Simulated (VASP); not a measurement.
# Cd2SnS4 (P4/mmm) in VASP: single point with r2SCAN+rVV10

Aim: the single point of Cd2SnS4 with r2SCAN+rVV10.

All numbers are computed with VASP 6.6.1; they aren't measurements. Logs are shortened: lines on timing, memory, paths and dates and some standing lists are left out, and cuts for length are marked.

### 1 The cell of the first run

Symmetry: P4/mmm, No. 123, tetragonal system. The conventional cell has a = 6.733 Å, b = 6.733 Å, c = 3.483 Å, α = 90.00°, β = 90.00°, γ = 90.00°. Within 3.9 Å of Cd (site symmetry mmm) lie 8 S at 2.95 Å and 2 Cd at 3.48 Å and 4 Sn at 3.79 Å. Within 3.2 Å of Sn (site symmetry 4/mmm) lie 4 S at 2.42 Å. S (site symmetry m2m) has 1 Sn at 2.42 Å and 4 Cd at 2.95 Å within 3.2 Å.

### 2 Single point, r2SCAN+rVV10

The input, POSCAR:

```
Cd2SnS4
1.0
    6.7333534274      0.0000000000      0.0000000000
    0.0000000000      6.7333534274      0.0000000000
    0.0000000000      0.0000000000      3.4830611831
Cd Sn S
2 1 4
Direct
    0.5000000000      0.0000000000      0.5000000000
    0.0000000000      0.5000000000      0.5000000000
    0.0000000000      0.0000000000      0.0000000000
    0.2545973423      0.7454026577      0.0000000000
    0.2545973423      0.2545973423      0.0000000000
    0.7454026577      0.7454026577      0.0000000000
    0.7454026577      0.2545973423      0.0000000000
```

The input, INCAR.step1:

```
SYSTEM = Cd2SnS4
PREC = Accurate ; ENCUT = 520
ISMEAR = -1 ; SIGMA = 0.03
LREAL = .FALSE. ; LASPH = .TRUE.
NELM = 80 ; NBANDS = 40
GGA = PE ; ALGO = Normal
EDIFF = 1E-4 ; LWAVE = .TRUE.
LCHARG = .FALSE.
```

The input, INCAR.step2:

```
SYSTEM = Cd2SnS4
PREC = Accurate ; ENCUT = 520
EDIFF = 1E-6 ; ISMEAR = -1
SIGMA = 0.03 ; LREAL = .FALSE.
LASPH = .TRUE. ; NELM = 80
ALGO = Normal ; ISIF = 2
LWAVE = .FALSE. ; LCHARG = .FALSE.
METAGGA = R2SCAN ; LMIXTAU = .TRUE.
LUSE_VDW = .TRUE. ; IVDW_NL = 2
BPARAM = 11.95 ; CPARAM = 0.0093
NBANDS = 40 ; ISTART = 1
```

The input, KPOINTS:

```
regular mesh
0
G
  4 4 8
  0 0 0
```

Potentials or basis: VASP PAW PBE potentials, release 64 (Cd, Sn_d, S).

On the command line:

```
$ cat potpaw_PBE.64/Cd/POTCAR potpaw_PBE.64/Sn_d/POTCAR potpaw_PBE.64/S/POTCAR > POTCAR
$ cp INCAR.step1 INCAR
$ mpirun -np 1 vasp_std > vasp.out
$ cp INCAR.step2 INCAR
$ mpirun -np 1 vasp_std > vasp.out
```

OUTCAR:

```text
SYSTEM = Cd2SnS4
   PREC = Accurate
   ENCUT = 520
   EDIFF = 1E-6
   ISMEAR = -1
   LREAL = .FALSE.
   LASPH = .TRUE.
   NELM = 80
   ISIF = 2
   METAGGA = R2SCAN
   IVDW_NL = 2
   BPARAM = 11.95
   ISTART = 1

 ion  position               nearest neighbor table
   1  0.500  0.000  0.500-   4 2.95   5 2.95   6 2.95   7 2.95   4 2.95   5 2.95   6 2.95   7 2.95

   2  0.000  0.500  0.500-   4 2.95   5 2.95   6 2.95   7 2.95   4 2.95   5 2.95   6 2.95   7 2.95

   3  0.000  0.000  0.000-   4 2.42   5 2.42   6 2.42   7 2.42
   4  0.255  0.745  0.000-   3 2.42   2 2.95   1 2.95   1 2.95   2 2.95
   5  0.255  0.255  0.000-   3 2.42   2 2.95   1 2.95   1 2.95   2 2.95
   6  0.745  0.745  0.000-   3 2.42   2 2.95   1 2.95   1 2.95   2 2.95
   7  0.745  0.255  0.000-   3 2.42   2 2.95   1 2.95   1 2.95   2 2.95

  LATTYP: Found a simple tetragonal cell.
 ALAT       =     6.7333534274
 C/A-ratio  =     0.5172847706

  Lattice vectors:

 A1 = (   6.7333534274,   0.0000000000,   0.0000000000)
 A2 = (   0.0000000000,   6.7333534274,   0.0000000000)
 A3 = (   0.0000000000,   0.0000000000,   3.4830611831)

Analysis of symmetry for initial positions (statically):
=====================================================================
 Subroutine PRICEL returns:
 Original cell was already a primitive cell.

 Routine SETGRP: Setting up the symmetry group for a
 simple tetragonal supercell.

 Subroutine GETGRP returns: Found 16 space group operations
 (whereof 16 operations were pure point group operations)
 out of a pool of 16 trial point group operations.

The static configuration has the point symmetry D_4h.

Analysis of symmetry for dynamics (positions and initial velocities):
=====================================================================
 Subroutine PRICEL returns:
 Original cell was already a primitive cell.

 Routine SETGRP: Setting up the symmetry group for a
 simple tetragonal supercell.

 Subroutine GETGRP returns: Found 16 space group operations
 (whereof 16 operations were pure point group operations)
 out of a pool of 16 trial point group operations.

The dynamic configuration has the point symmetry D_4h.

 Subroutine INISYM returns: Found 16 space group operations
 (whereof 16 operations are pure point group operations),
 and found     1 'primitive' translations

----------------------------------------------------------------------------------------

                                     Primitive cell

  volume of cell :     157.9152

  direct lattice vectors                    reciprocal lattice vectors
     6.733353427  0.000000000  0.000000000     0.148514408  0.000000000  0.000000000
     0.000000000  6.733353427  0.000000000     0.000000000  0.148514408  0.000000000
     0.000000000  0.000000000  3.483061183     0.000000000  0.000000000  0.287103771

  length of vectors
     6.733353427  6.733353427  3.483061183     0.148514408  0.148514408  0.287103771

  position of ions in fractional coordinates (direct lattice)
     0.500000000  0.000000000  0.500000000
     0.000000000  0.500000000  0.500000000
     0.000000000  0.000000000  0.000000000
     0.254597342  0.745402658  0.000000000
     0.254597342  0.254597342  0.000000000
     0.745402658  0.745402658  0.000000000
     0.745402658  0.254597342  0.000000000

  ion indices of the primitive-cell ions
   primitive index   ion index
                 1           1
                 2           2
                 3           3
                 4           4
                 5           5
                 6           6
                 7           7

----------------------------------------------------------------------------------------

 KPOINTS: regular mesh

Automatic generation of k-mesh.
 Grid dimensions read from file:
 generate k-points for:    4    4    8

 Generating k-lattice:

  Cartesian coordinates                     Fractional coordinates (reciprocal lattice)
     0.037128602  0.000000000  0.000000000     0.250000000  0.000000000  0.000000000
     0.000000000  0.037128602  0.000000000     0.000000000  0.250000000  0.000000000
     0.000000000  0.000000000  0.035887971     0.000000000  0.000000000  0.125000000

  Length of vectors
     0.037128602  0.037128602  0.035887971

  Shift w.r.t. Gamma in fractional coordinates (k-lattice)
     0.000000000  0.000000000  0.000000000

 Subroutine IBZKPT returns following result:
 ===========================================

 Found     30 irreducible k-points:

 Following reciprocal coordinates:
            Coordinates               Weight
  0.000000  0.000000  0.000000      1.000000
  0.250000  0.000000  0.000000      4.000000
  0.500000  0.000000  0.000000      2.000000
  0.250000  0.250000  0.000000      4.000000
  0.500000  0.250000  0.000000      4.000000
  0.500000  0.500000  0.000000      1.000000
[... 16 lines left out ...]
  0.500000  0.250000  0.375000      8.000000
  0.500000  0.500000  0.375000      2.000000
 [... further k-points ...]
   k-points           NKPTS =     30   k-points in BZ     NKDIM =     30   number of bands    NBANDS=     40
   number of dos      NEDOS =    301   number of ions     NIONS =      7
   total plane-waves  NPLWV =  70000
   dimension x,y,z NGX =    50 NGY =   50 NGZ =   28
   dimension x,y,z NGXF=   100 NGYF=  100 NGZF=   56
   ions per type =               2   1   4
   NGX,Y,Z   is equivalent  to a cutoff of  12.34, 12.34, 13.36 a.u.
   NGXF,Y,Z  is equivalent  to a cutoff of  24.69, 24.69, 26.73 a.u.
 SYSTEM =  Cd2SnS4
   PREC   = accura    normal or accurate (medium, high low for compatibility)
   ISTART =      1    job   : 0-new  1-cont  2-samecut
   ICHARG =      0    charge: 1-file 2-atom 10-const
   ISPIN  =      1    spin polarized calculation?
   LNONCOLLINEAR =      F non collinear calculations
   LSORBIT =      F    spin-orbit coupling
   LASPH  =      T    aspherical Exc in radial PAW
   ENCUT  =  520.0 eV  38.22 Ry    6.18 a.u.  12.52 12.52  6.48*2*pi/ulx,y,z
   NELM   =     80;   NELMIN=  2; NELMDL=  0     # of ELM steps
   EDIFF  = 0.1E-05   stopping-criterion for ELM
   LREAL  =      F    real-space projection
   EDIFFG = 0.1E-04   stopping-criterion for IOM
   NSW    =      0    number of steps for IOM
   IBRION =     -1    ionic relax: 0-MD 1-quasi-New 2-CG
   NFREE  =      0    steps in history (QN), initial steepest desc. (CG)
   ISIF   =      2    stress and relaxation
   ISYM   =      2    0-nonsym 1-usesym 2-fastsym
   POTIM  = 0.5000    time-step for ionic-motion
   TEBEG  =    0.0;   TEEND  =   0.0 temperature during run
   PSTRESS=    0.0 pullay stress
   NELECT =      62.0000    total number of electrons
   NUPDOWN=      -1.0000    fix difference up-down
   EMIN   =  10.00;   EMAX   =-10.00  energy-range for DOS
   EFERMI =   0.00;   METHOD = LEGACY
   ISMEAR =    -1;   SIGMA  =   0.03  broadening in eV -4-tet -1-fermi 0-gaus
   EFERMI_NEDOS =   21; number of points for ismear=-14 and -15
   IALGO  =     38    algorithm
   IMIX   =      4    mixing-type and parameters
     AMIX     =   0.40;   BMIX     =  1.00
     AMIX_MAG =   1.60;   BMIX_MAG =  1.00
  volume/ion in A,a.u.               =      22.56       152.24
  Fermi-wavevector in a.u.,A,eV,Ry     =   1.198756  2.265320 19.551785  1.437016
  Thomas-Fermi vector in A             =   2.334637
   LORBIT       =      0    0 simple, 1 ext, 2 COOP (PROOUT), +10 PAW based schemes
   METAGGA = R2SCAN    functional components
   LHFCALC =     F    Hartree Fock is set to
   AEXX    =    0.0000 exact exchange contribution
   IVDW_NL    =     2    kernel type
   BPARAM     =11.9500
   IVDW    =     0    specifies the selected vdW correction
   LEPSILON=     F    determine dielectric tensor
   LRPA    =     F    only Hartree local field effects (RPA)
 non-spin polarized calculation
  energy-cutoff  :      520.00
  volume of cell :      157.92
 maximum number of plane-waves:      4308
   NGX = 25   NGY = 25   NGZ = 13

 number of electron      62.0000013 magnetization

 Free energy of the ion-electron system (eV)
  ---------------------------------------------------
  ext. energy  EPLUGINS =         0.00000000
  ---------------------------------------------------
  free energy    TOTEN  =       -95.83124761 eV

  energy without entropy =      -95.81777396  energy(sigma->0) =      -95.82451078

 E-fermi :   3.6151     XC(G=0): -10.4020

 val. band max:        3.6119986738   @ k =   0.5000   0.0000   0.0000
 cond. band min:       3.6180846907   @ k =   0.5000   0.0000   0.0000
 fundamental gap:      0.0060860168
 Fermi energy:         3.6150511312

 k-point     1 :       0.0000    0.0000    0.0000
  band No.  band energies     occupation
      1     -18.6767      2.00000
      2     -18.5423      2.00000
      3     -18.4554      2.00000
      4     -18.4554      2.00000
      5     -18.3285      2.00000
      6     -10.5993      2.00000
[... 32 lines left out ...]
     39      10.4583      0.00000
     40      10.4584      0.00000

 k-point     2 :       0.2500    0.0000    0.0000
  band No.  band energies     occupation
      1     -18.6766      2.00000
      2     -18.5424      2.00000
      3     -18.4554      2.00000
      4     -18.4554      2.00000
      5     -18.3284      2.00000
      6     -10.4925      2.00000
[... 32 lines left out ...]
     39      10.6507      0.00000
     40      10.9045      0.00000

 k-point     3 :       0.5000    0.0000    0.0000
  band No.  band energies     occupation
      1     -18.6765      2.00000
      2     -18.5426      2.00000
      3     -18.4554      2.00000
      4     -18.4554      2.00000
      5     -18.3283      2.00000
      6     -10.3311      2.00000
[... 853 lines left out ...]
  band No.  band energies     occupation
      1     -18.5846      2.00000
      2     -18.5370      2.00000
      3     -18.4859      2.00000
      4     -18.4858      2.00000
      5     -18.3251      2.00000
      6      -9.6741      2.00000
[... 32 lines left out ...]
     39       9.6545      0.00000
     40       9.8974      0.00000

 k-point    24 :       0.5000    0.5000    0.3750
  band No.  band energies     occupation
      1     -18.5846      2.00000
      2     -18.5372      2.00000
      3     -18.4859      2.00000
      4     -18.4859      2.00000
      5     -18.3250      2.00000
      6      -9.5756      2.00000
[... 32 lines left out ...]
     39       9.5332      0.00000
     40      10.1154      0.00000

 [... further k-points ...]

------------------------ aborting loop because EDIFF is reached ----------------------------------------

  FORCE on cell =-STRESS in cart. coord.  units (eV):
  Direction    XX          YY          ZZ          XY          YZ          ZX
  --------------------------------------------------------------------------------------
  -------------------------------------------------------------------------------------
  Total        0.1954408      0.1954408      0.2821442      0.0000000     -0.0000000      0.0000000
  in kB        1.9829053      1.9829053      2.8625806      0.0000000     -0.0000000      0.0000000
  external PRESSURE =       2.2761304 kB  Pullay stress =       0.0000000 kB

 VOLUME and BASIS-vectors are now :
 -----------------------------------------------------------------------------
  energy-cutoff  :      520.00
  volume of cell :      157.92
      direct lattice vectors                 reciprocal lattice vectors
     6.733353427  0.000000000  0.000000000     0.148514408  0.000000000  0.000000000
     0.000000000  6.733353427  0.000000000     0.000000000  0.148514408  0.000000000
     0.000000000  0.000000000  3.483061183     0.000000000  0.000000000  0.287103771

 POSITION                                       TOTAL-FORCE (eV/Angst)
 -----------------------------------------------------------------------------------
      3.36668      0.00000      1.74153         0.000000      0.000000      0.000000
      0.00000      3.36668      1.74153         0.000000      0.000000      0.000000
      0.00000      0.00000      0.00000         0.000000      0.000000      0.000000
      1.71429      5.01906      0.00000         0.002698     -0.002698      0.000000
      1.71429      1.71429      0.00000         0.002698      0.002698     -0.000000
      5.01906      5.01906      0.00000        -0.002698     -0.002698      0.000000
      5.01906      1.71429      0.00000        -0.002698      0.002698     -0.000000
 -----------------------------------------------------------------------------------
    total drift:                                0.000000      0.000000     -0.000000

  FREE ENERGIE OF THE ION-ELECTRON SYSTEM (eV)
  ---------------------------------------------------
  free  energy   TOTEN  =       -95.8312476067 eV

  energy  without entropy=      -95.8177739557  energy(sigma->0) =      -95.82451078
```

Run time: 10 min. Hardware: 1 thread of Intel Xeon Platinum 8259CL at 2.50GHz (Skylake/Cascade Lake), shared host; peak memory 0.64 GiB.

What came out:

* Free energy: -95.8312 eV
* Pressure: 0.2 GPa
* Largest force: 0.004 eV/Å
* Band gap on the k mesh: zero (band 31 reaches 3.74 eV, above the bottom of band 32 at 3.38 eV)

Forces on the atoms (eV/Å):
```
Cd   0.000  0.000  0.000
Cd   0.000  0.000  0.000
Sn   0.000  0.000  0.000
S    0.003 -0.003  0.000
S    0.003  0.003  0.000
S   -0.003 -0.003  0.000
S   -0.003  0.003  0.000
```

Levels at points of the mesh, in eV from the Fermi level:
```
           k point  band 28  band 29  band 30  band 31  band 32  band 33  band 34  band 35
(0.00, 0.00, 0.00)    -0.23    -0.11    -0.11     0.12     0.13     0.46     4.81     4.81
(0.50, 0.00, 0.00)    -0.60    -0.45     0.00     0.00     1.18     2.07     2.09     4.64
(0.50, 0.50, 0.00)    -0.62    -0.49    -0.49    -0.14     2.15     3.11     3.11     4.95
(0.00, 0.00, 0.50)    -0.69    -0.52    -0.44    -0.44     0.09     0.11     1.62     3.64
(0.50, 0.00, 0.50)    -2.68    -1.39    -0.59    -0.29    -0.01     1.31     1.64     2.78
(0.50, 0.50, 0.50)    -2.69    -1.85    -1.41    -1.31     0.31     2.38     2.38     3.77
```

Caveat: the PAW data sets were made with another functional, which shifts forces and pressure a little; spin-orbit coupling is left out, which moves the levels of the heavy elements.
